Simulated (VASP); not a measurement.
# Ag (Fmmm) in VASP: a series of runs

The runs below take Ag through single point, with r2SCAN.

All numbers are computed with VASP 6.6.1; they aren't measurements. Logs are shortened: lines on timing, memory, paths and dates and some standing lists are left out, and cuts for length are marked.

## (1) The cell of the first run

Symmetry: Fmmm, No. 69, orthorhombic system. The conventional cell has a = 3.311 Å, b = 4.542 Å, c = 4.823 Å, α = 90.00°, β = 90.00°, γ = 90.00°. Within 3.7 Å of Ag (site symmetry mmm) lie 14 Ag at 2.81 to 3.31 Å.

## (2) Single point, r2SCAN (strain -0.0600 x Voigt [0, 0, 0, 0, 1, 0])

The input, POSCAR:

```
Ag
1.0
   -1.7053236200      1.6556540000      1.7053236200
    1.6059843800     -1.6556540000      1.6059843800
    1.7053236200      1.6556540000     -1.7053236200
Ag
1
Direct
    0.0000000000      0.0000000000      0.0000000000
```

The input, INCAR.step1:

```
SYSTEM = Ag
  ALGO = Normal
  EDIFF = 1E-4
  ENCUT = 520
  GGA = PE
  ISMEAR = 0
  LASPH = .TRUE.
  LCHARG = .FALSE.
  LREAL = .FALSE.
  LWAVE = .TRUE.
  NBANDS = 12
  NELM = 60
  PREC = Accurate
  SIGMA = 0.15
```

The input, INCAR.step2:

```
SYSTEM = Ag
  ALGO = Normal
  EDIFF = 1E-6
  ENCUT = 520
  ISIF = 2
  ISMEAR = 0
  ISTART = 1
  LASPH = .TRUE.
  LCHARG = .FALSE.
  LMIXTAU = .TRUE.
  LREAL = .FALSE.
  LWAVE = .FALSE.
  METAGGA = R2SCAN
  NBANDS = 12
  NELM = 60
  PREC = Accurate
  SIGMA = 0.15
```

The input, KPOINTS:

```
k-points
0
G
  20 20 20
  0 0 0
```

Potentials or basis: VASP PAW PBE potentials, release 64 (Ag).

Command:

```
$ cat potpaw_PBE.64/Ag/POTCAR > POTCAR
$ cp INCAR.step1 INCAR
$ mpirun -np 1 vasp_std > vasp.out
$ cp INCAR.step2 INCAR
$ mpirun -np 1 vasp_std > vasp.out
```

OUTCAR:

```text
SYSTEM = Ag
   EDIFF = 1E-6
   ENCUT = 520
   ISIF = 2
   ISMEAR = 0
   ISTART = 1
   LASPH = .TRUE.
   LREAL = .FALSE.
   METAGGA = R2SCAN
   NELM = 60
   PREC = Accurate

 ion  position               nearest neighbor table
   1  0.000  0.000  0.000-

  LATTYP: Found a face centered orthorhombic cell.
 ALAT       =     3.3113080000
 B/A-ratio  =     1.3717871555
 C/A-ratio  =     1.4566399692

  Lattice vectors:

 A1 = (   3.3113080000,   0.0000000000,  -0.0993392400)
 A2 = (   1.7053236200,   1.6556540000,  -1.7053236200)
 A3 = (   1.6059843800,   1.6556540000,   1.6059843800)

Analysis of symmetry for initial positions (statically):
=====================================================================
 Subroutine PRICEL returns:
 Original cell was already a primitive cell.

 Routine SETGRP: Setting up the symmetry group for a
 face centered orthorhombic supercell.

 Subroutine GETGRP returns: Found  8 space group operations
 (whereof  8 operations were pure point group operations)
 out of a pool of  8 trial point group operations.

The static configuration has the point symmetry D_2h.

Analysis of symmetry for dynamics (positions and initial velocities):
=====================================================================
 Subroutine PRICEL returns:
 Original cell was already a primitive cell.

 Routine SETGRP: Setting up the symmetry group for a
 face centered orthorhombic supercell.

 Subroutine GETGRP returns: Found  8 space group operations
 (whereof  8 operations were pure point group operations)
 out of a pool of  8 trial point group operations.

The dynamic configuration has the point symmetry D_2h.

 Subroutine INISYM returns: Found  8 space group operations
 (whereof  8 operations are pure point group operations),
 and found     1 'primitive' translations

----------------------------------------------------------------------------------------

                                     Primitive cell

  volume of cell :      18.1375

  direct lattice vectors                    reciprocal lattice vectors
    -1.705323620  1.655654000  1.705323620     0.009068025  0.301995465  0.302267506
     1.605984380 -1.655654000  1.605984380     0.311335531  0.000000000  0.311335531
     1.705323620  1.655654000 -1.705323620     0.302267506  0.301995465  0.009068025

  length of vectors
     2.925311516  2.810615916  2.925311516     0.427374701  0.440294931  0.427374701

  position of ions in fractional coordinates (direct lattice)
     0.000000000  0.000000000  0.000000000

  ion indices of the primitive-cell ions
   primitive index   ion index
                 1           1

----------------------------------------------------------------------------------------

 KPOINTS: k-points

Automatic generation of k-mesh.
 Grid dimensions read from file:
 generate k-points for:   20   20   20

 Generating k-lattice:

  Cartesian coordinates                     Fractional coordinates (reciprocal lattice)
     0.000453401  0.015099773  0.015113375     0.050000000  0.000000000  0.000000000
     0.015566777  0.000000000  0.015566777     0.000000000  0.050000000  0.000000000
     0.015113375  0.015099773  0.000453401    -0.000000000  0.000000000  0.050000000

  Length of vectors
     0.021368735  0.022014747  0.021368735

  Shift w.r.t. Gamma in fractional coordinates (k-lattice)
     0.000000000  0.000000000  0.000000000

 Subroutine IBZKPT returns following result:
 ===========================================

 Found   1166 irreducible k-points:

 Following reciprocal coordinates:
            Coordinates               Weight
  0.000000  0.000000  0.000000      1.000000
  0.050000  0.000000 -0.000000      8.000000
  0.100000  0.000000  0.000000      8.000000
  0.150000  0.000000  0.000000      8.000000
  0.200000  0.000000  0.000000      8.000000
  0.250000  0.000000 -0.000000      8.000000
[... 16 lines left out ...]
 -0.450000  0.050000  0.000000      8.000000
 -0.400000  0.050000  0.000000      8.000000
 [... further k-points ...]
   k-points           NKPTS =   1166   k-points in BZ     NKDIM =   1166   number of bands    NBANDS=     12
   number of dos      NEDOS =    301   number of ions     NIONS =      1
   total plane-waves  NPLWV =  13824
   dimension x,y,z NGX =    24 NGY =   24 NGZ =   24
   dimension x,y,z NGXF=    48 NGYF=   48 NGZF=   48
   ions per type =               1
   NGX,Y,Z   is equivalent  to a cutoff of  13.64, 14.20, 13.64 a.u.
   NGXF,Y,Z  is equivalent  to a cutoff of  27.28, 28.39, 27.28 a.u.
 SYSTEM =  Ag
   PREC   = accura    normal or accurate (medium, high low for compatibility)
   ISTART =      1    job   : 0-new  1-cont  2-samecut
   ICHARG =      0    charge: 1-file 2-atom 10-const
   ISPIN  =      1    spin polarized calculation?
   LNONCOLLINEAR =      F non collinear calculations
   LSORBIT =      F    spin-orbit coupling
   LASPH  =      T    aspherical Exc in radial PAW
   ENCUT  =  520.0 eV  38.22 Ry    6.18 a.u.   5.44  5.23  5.44*2*pi/ulx,y,z
   NELM   =     60;   NELMIN=  2; NELMDL=  0     # of ELM steps
   EDIFF  = 0.1E-05   stopping-criterion for ELM
   LREAL  =      F    real-space projection
   EDIFFG = 0.1E-04   stopping-criterion for IOM
   NSW    =      0    number of steps for IOM
   IBRION =     -1    ionic relax: 0-MD 1-quasi-New 2-CG
   NFREE  =      0    steps in history (QN), initial steepest desc. (CG)
   ISIF   =      2    stress and relaxation
   ISYM   =      2    0-nonsym 1-usesym 2-fastsym
   POTIM  = 0.5000    time-step for ionic-motion
   TEBEG  =    0.0;   TEEND  =   0.0 temperature during run
   PSTRESS=    0.0 pullay stress
   NELECT =      11.0000    total number of electrons
   NUPDOWN=      -1.0000    fix difference up-down
   EMIN   =  10.00;   EMAX   =-10.00  energy-range for DOS
   EFERMI =   0.00;   METHOD = LEGACY
   ISMEAR =     0;   SIGMA  =   0.15  broadening in eV -4-tet -1-fermi 0-gaus
   EFERMI_NEDOS =   21; number of points for ismear=-14 and -15
   IALGO  =     38    algorithm
   IMIX   =      4    mixing-type and parameters
     AMIX     =   0.40;   BMIX     =  1.00
     AMIX_MAG =   1.60;   BMIX_MAG =  1.00
  volume/ion in A,a.u.               =      18.14       122.40
  Fermi-wavevector in a.u.,A,eV,Ry     =   1.385734  2.618657 26.126700  1.920258
  Thomas-Fermi vector in A             =   2.510116
   LORBIT       =      0    0 simple, 1 ext, 2 COOP (PROOUT), +10 PAW based schemes
   METAGGA = R2SCAN    functional components
   LHFCALC =     F    Hartree Fock is set to
   AEXX    =    0.0000 exact exchange contribution
   IVDW    =     0    specifies the selected vdW correction
   LEPSILON=     F    determine dielectric tensor
   LRPA    =     F    only Hartree local field effects (RPA)
 non-spin polarized calculation
 Gauss-broadening in eV      SIGMA  =   0.15
  energy-cutoff  :      520.00
  volume of cell :       18.14
 maximum number of plane-waves:       501
 NGX is ok and might be reduce to    24
   NGX = 11   NGY = 11   NGZ = 11

 number of electron      11.0000001 magnetization

 Free energy of the ion-electron system (eV)
  ---------------------------------------------------
  ext. energy  EPLUGINS =         0.00000000
  ---------------------------------------------------
  free energy    TOTEN  =       -21.30818671 eV

  energy without entropy =      -21.30446124  energy(sigma->0) =      -21.30632398

 E-fermi :   7.6631     XC(G=0): -12.5387

 val. band max:        7.6598673877   @ k =   0.3000   0.1000   0.1000
 cond. band min:       7.6654743622   @ k =   0.3000  -0.4000   0.3000
 fundamental gap:      0.0056069745
 Fermi energy:         7.6630516637

 k-point     1 :       0.0000    0.0000    0.0000
  band No.  band energies     occupation
      1       0.1199      2.00000
      2       2.3294      2.00000
      3       2.5455      2.00000
      4       2.8017      2.00000
      5       3.8050      2.00000
      6       3.8283      2.00000
      7      25.4058      0.00000
      8      26.1020      0.00000
      9      26.5598      0.00000
     10      30.8005      0.00000
     11      31.5704      0.00000
     12      31.7078      0.00000

 k-point     2 :       0.0500    0.0000   -0.0000
  band No.  band energies     occupation
      1       0.2016      2.00000
      2       2.3401      2.00000
      3       2.5591      2.00000
      4       2.8074      2.00000
      5       3.7874      2.00000
      6       3.8254      2.00000
      7      25.3659      0.00000
      8      25.9492      0.00000
      9      26.5102      0.00000
     10      30.0014      0.00000
     11      30.4519      0.00000
     12      31.7223      0.00000

 k-point     3 :       0.1000    0.0000    0.0000
  band No.  band energies     occupation
      1       0.4391      2.00000
      2       2.3526      2.00000
      3       2.5938      2.00000
      4       2.8515      2.00000
      5       3.7363      2.00000
      6       3.8244      2.00000
      7      24.9362      0.00000
      8      25.4953      0.00000
      9      26.4424      0.00000
     10      28.9235      0.00000
     11      29.4876      0.00000
     12      30.6039      0.00000

 k-point     4 :       0.1500    0.0000    0.0000
  band No.  band energies     occupation
      1       0.8005      2.00000
      2       2.3384      2.00000
      3       2.6321      2.00000
      4       2.9944      2.00000
      5       3.6759      2.00000
      6       3.8272      2.00000
      7      23.5340      0.00000
      8      24.9954      0.00000
      9      26.4114      0.00000
     10      28.0466      0.00000
     11      29.1498      0.00000
     12      29.5917      0.00000

 k-point     5 :       0.2000    0.0000    0.0000
  band No.  band energies     occupation
      1       1.1940      2.00000
      2       2.2856      2.00000
      3       2.7561      2.00000
      4       3.2370      2.00000
      5       3.6341      2.00000
      6       3.8345      2.00000
      7      21.6434      0.00000
      8      24.2239      0.00000
      9      26.4791      0.00000
     10      27.0849      0.00000
     11      28.7506      0.00000
     12      29.7423      0.00000
[... 228 lines left out ...]
      1       1.2916      2.00000
      2       1.8660      2.00000
      3       3.7398      2.00000
      4       3.8598      2.00000
      5       4.6166      2.00000
      6       7.8198      0.13957
      7      11.7411      0.00000
      8      20.8661      0.00000
      9      22.1250      0.00000
     10      27.1328      0.00000
     11      29.6077      0.00000
     12      32.5008      0.00000

 k-point    22 :       0.5000    0.0500   -0.0000
  band No.  band energies     occupation
      1       1.2914      2.00000
      2       1.8670      2.00000
      3       3.7440      2.00000
      4       3.8582      2.00000
      5       4.6190      2.00000
      6       7.7643      0.33995
      7      11.7958      0.00000
      8      20.8578      0.00000
      9      22.0836      0.00000
     10      27.1508      0.00000
     11      29.6486      0.00000
     12      32.5093      0.00000

 k-point    23 :      -0.4500    0.0500    0.0000
  band No.  band energies     occupation
      1       1.3374      2.00000
      2       1.9002      2.00000
      3       3.7184      2.00000
      4       3.8579      2.00000
      5       4.4842      2.00000
      6       6.7918      2.00000
      7      13.0489      0.00000
      8      21.0733      0.00000
      9      22.3087      0.00000
     10      27.1246      0.00000
     11      29.6303      0.00000
     12      32.5855      0.00000

 k-point    24 :      -0.4000    0.0500    0.0000
  band No.  band energies     occupation
      1       1.4171      2.00000
      2       1.9627      2.00000
      3       3.6751      2.00000
      4       3.8492      2.00000
      5       4.2241      2.00000
      6       5.6598      2.00000
      7      14.7584      0.00000
      8      21.4870      0.00000
      9      22.7813      0.00000
     10      27.0607      0.00000
     11      29.6000      0.00000
     12      32.4398      0.00000

 [... further k-points ...]

------------------------ aborting loop because EDIFF is reached ----------------------------------------

  FORCE on cell =-STRESS in cart. coord.  units (eV):
  Direction    XX          YY          ZZ          XY          YZ          ZX
  --------------------------------------------------------------------------------------
  -------------------------------------------------------------------------------------
  Total       -0.3662763     -0.3461604     -0.3662763      0.0000000      0.0000000      0.2757642
  in kB      -32.3550254    -30.5780809    -32.3550254      0.0000000      0.0000000     24.3596323
  external PRESSURE =     -31.7627105 kB  Pullay stress =       0.0000000 kB

 VOLUME and BASIS-vectors are now :
 -----------------------------------------------------------------------------
  energy-cutoff  :      520.00
  volume of cell :       18.14
      direct lattice vectors                 reciprocal lattice vectors
    -1.705323620  1.655654000  1.705323620     0.009068025  0.301995465  0.302267506
     1.605984380 -1.655654000  1.605984380     0.311335531  0.000000000  0.311335531
     1.705323620  1.655654000 -1.705323620     0.302267506  0.301995465  0.009068025

 POSITION                                       TOTAL-FORCE (eV/Angst)
 -----------------------------------------------------------------------------------
      0.00000      0.00000      0.00000        -0.000000      0.000000      0.000000
 -----------------------------------------------------------------------------------
    total drift:                               -0.000000      0.000000      0.000000

  FREE ENERGIE OF THE ION-ELECTRON SYSTEM (eV)
  ---------------------------------------------------
  free  energy   TOTEN  =       -21.3081867145 eV

  energy  without entropy=      -21.3044612362  energy(sigma->0) =      -21.30632398
```

Run time: 5.2 min. Hardware: 1 thread of Intel Xeon 6975P-C (Granite Rapids), shared host; peak memory 0.35 GiB.

Results:

- Free energy: -21.3082 eV
- Pressure: -3.2 GPa
- Band gap on the k mesh: zero (an odd number of electrons rules out a gap without spin polarisation)

Caveat: the cell differs from its parent crystal (strain -0.0600 x Voigt [0, 0, 0, 0, 1, 0]); the cell stands under tension; the PAW data sets were made with another functional, which shifts forces and pressure a little.

## (3) Single point, r2SCAN (strain +0.0450 x Voigt [0, 0, 0, 0, 1, 0])

The input, POSCAR:

```
Ag
1.0
   -1.6184017850      1.6556540000      1.6184017850
    1.6929062150     -1.6556540000      1.6929062150
    1.6184017850      1.6556540000     -1.6184017850
Ag
1
Direct
    0.0000000000      0.0000000000      0.0000000000
```

The input, INCAR.step1:

```
SYSTEM = Ag
PREC     = Accurate       ! precision mode
ENCUT    = 520            ! plane-wave cutoff, eV
ISMEAR   = 0              ! smearing method
SIGMA    = 0.15           ! smearing width, eV
LREAL    = .FALSE.        ! projectors in reciprocal space
LASPH    = .TRUE.         ! aspherical terms in the spheres
NELM     = 60             ! most SCF steps
NBANDS   = 12             ! bands
GGA      = PE             ! functional
ALGO     = Normal         ! electronic algorithm
EDIFF    = 1E-4           ! SCF threshold, eV
LWAVE    = .TRUE.         ! write WAVECAR
LCHARG   = .FALSE.        ! write CHGCAR
```

The input, INCAR.step2:

```
SYSTEM = Ag
PREC     = Accurate       ! precision mode
ENCUT    = 520            ! plane-wave cutoff, eV
EDIFF    = 1E-7           ! SCF threshold, eV
ISMEAR   = 0              ! smearing method
SIGMA    = 0.15           ! smearing width, eV
LREAL    = .FALSE.        ! projectors in reciprocal space
LASPH    = .TRUE.         ! aspherical terms in the spheres
NELM     = 60             ! most SCF steps
ALGO     = Normal         ! electronic algorithm
ISIF     = 2              ! what is computed and relaxed
LWAVE    = .FALSE.        ! write WAVECAR
LCHARG   = .TRUE.         ! write CHGCAR
METAGGA  = R2SCAN         ! meta-GGA
LMIXTAU  = .TRUE.       
LELF     = .TRUE.         ! ELF
LVHAR    = .TRUE.       
NBANDS   = 12             ! bands
ISTART   = 1
```

The input, KPOINTS:

```
regular mesh
0
G
  20 20 20
  0 0 0
```

Potentials or basis: VASP PAW PBE potentials, release 64 (Ag).

Command:

```
$ cat potpaw_PBE.64/Ag/POTCAR > POTCAR
$ cp INCAR.step1 INCAR
$ mpirun -np 1 vasp_std > vasp.out
$ cp INCAR.step2 INCAR
$ mpirun -np 1 vasp_std > vasp.out
```

It took 4.8 min on 1 thread of Intel Xeon 6975P-C (Granite Rapids), shared host; peak memory 0.35 GiB.

The run converged. Its results:

- Free energy: -21.3116 eV
- Pressure: -3.3 GPa
- Band gap on the k mesh: zero (an odd number of electrons rules out a gap without spin polarisation)

Stress tensor (GPa, compression positive):
```
-3.35  0.00 -1.76
 0.00 -3.28  0.00
-1.76  0.00 -3.35
```

Levels at points of the mesh, in eV from the Fermi level:
| k point | band 2 | band 3 | band 4 | band 5 | band 6 | band 7 | band 8 | band 9 |
| --- | --- | --- | --- | --- | --- | --- | --- | --- |
| (0.00, 0.00, 0.00) | -5.26 | -5.09 | -4.91 | -3.85 | -3.84 | 17.94 | 18.43 | 18.80 |
| (0.50, 0.00, 0.00) | -5.80 | -3.90 | -3.75 | -2.93 | 0.12 | 3.89 | 13.31 | 14.81 |
| (0.00, 0.50, 0.00) | -5.89 | -3.84 | -3.66 | -3.01 | -0.14 | 3.41 | 13.88 | 14.85 |
| (0.50, 0.00, 0.50) | -5.71 | -3.95 | -3.86 | -2.83 | 0.40 | 4.37 | 13.36 | 14.10 |
| (0.50, 0.50, 0.50) | -6.38 | -3.29 | -3.15 | -3.01 | 6.96 | 7.00 | 7.10 | 12.41 |

Caveat: the cell differs from its parent crystal (strain +0.0450 x Voigt [0, 0, 0, 0, 1, 0]); the cell stands under tension; the PAW data sets were made with another functional, which shifts forces and pressure a little.

(Part 1 of 2 ends here.)
